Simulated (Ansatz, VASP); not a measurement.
TiAl3: VASP beside Ansatz

```
Ti Al
1.0
     4.27415    0.00000    0.00000
     0.00000    4.27415    0.00000
     0.00000    0.00000    3.50245
Ti Al
1 3
Direct
  0.50000 0.50000 0.27309
  0.00000 0.50000 0.02372
  0.50000 0.00000 0.02372
  0.00000 0.00000 0.85025
```

Alike in both runs: task relaxation of cell and atoms; functional PBE; k mesh 5 × 5 × 6; occupations gaussian, width 0.2 eV; no spin polarisation.

```csv
,VASP,Ansatz
version,VASP 6.6.1,Ansatz 0.2.0
potentials or method,"VASP PAW PBE potentials, release 64 (Ti_sv, Al), cutoff 600 eV","scalar-relativistic, plane waves, PAW"
valence electrons in the cell,21,21
```

|  | VASP | Ansatz | Ansatz less VASP |
| --- | --- | --- | --- |
| gap on the k mesh at the Fermi level, each at its own relaxed structure (eV) | none | none | - |
| relaxed volume (Å³/atom) | 16.51 | 15.73 | -0.776 |
| relaxed cell length with the largest relative difference (Å) | 2.855 | 3.972 | +1.1174 |

A gap of «none» marks a metal or a gap that the smearing closes. One of these differences is far larger than is usual between the two programs; its cause wasn't traced.
